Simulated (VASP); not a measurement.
Write the native input for VASP 6.6.1 that does the following.

* Task: single point
* Functional: PBEsol
* Potentials or basis: VASP PAW PBE potentials, release 64 (Li_sv)
* Cutoff: 520 eV
* k mesh: 2 × 2 × 2
* Occupations: fermi-dirac, width 0.11 eV
* Spin: no spin polarisation
* Dipole correction: no
* Further INCAR settings: LREAL = Auto; ALGO = Normal; EDIFF = 1e-06; NBANDS = 38

The structure of Li lies in POSCAR:

```
Li
1.0
    7.0944470000      0.0000000000      0.0000000000
    0.0000000000      7.0944470000      0.0000000000
    0.0000000000      0.0000000000      7.0944470000
Li
16
Direct
    0.0341816635      0.0020579476     -0.0065967087
    0.4743992026     -0.0138136207      0.0335473646
   -0.0728598015      0.4433467471     -0.0756789077
    0.0181550444      0.0022129984      0.5484571243
    0.3253389588      0.2286999959      0.2945543183
    0.5077915164      0.5065511096      0.0051871555
    0.5391258825     -0.0536334967      0.5117664562
    0.7469503966      0.2297007787      0.2101079901
    0.0131511307      0.5394218887      0.5268486747
    0.2031307021      0.7257225264      0.2021581104
    0.2497728153      0.2441064117      0.7773403621
    0.4995456305      0.4987421853      0.5298087363
    0.7584805412      0.6862127520      0.2473201928
    0.7140514264      0.2502097767      0.7360404553
    0.2977258129      0.7858117764      0.7744648737
    0.7461328557      0.7300921411      0.7912103650
```

One way to write it, as run:

INCAR

```
PREC     = Accurate       # precision mode
ENCUT    = 520            # plane-wave cutoff, eV
EDIFF    = 1E-6           # SCF threshold, eV
ISMEAR   = -1             # smearing method
SIGMA    = 0.11           # smearing width, eV
LREAL    = Auto         
LASPH    = True           # aspherical terms in the spheres
NELM     = 80             # most SCF steps
ALGO     = Normal         # electronic algorithm
ISIF     = 2              # what is computed and relaxed
LWAVE    = False          # write WAVECAR
LCHARG   = False          # write CHGCAR
GGA      = PS             # functional
NBANDS   = 38             # bands
```

KPOINTS

```
Automatic mesh
0
Gamma
  2 2 2
```

Potentials or basis: VASP PAW PBE potentials, release 64 (Li_sv).

Run with:

```sh
$ cat potpaw_PBE.64/Li_sv/POTCAR > POTCAR
$ mpirun -np 1 vasp_std > vasp.out
```

Results of the run:

| Quantity | Value |
| --- | --- |
| Largest force | 0.877 eV/Å |
| Band gap on the k mesh | zero (band 24 reaches 0.60 eV, above the bottom of band 25 at -0.15 eV) |

Caveat: the k points lie up to 0.44 Å⁻¹ apart; the PAW data sets were made with another functional, which shifts forces and pressure a little.

Wall time 4.3 min on 1 thread of AMD EPYC 7R13, with other jobs on the host, peak memory 0.34 GiB.
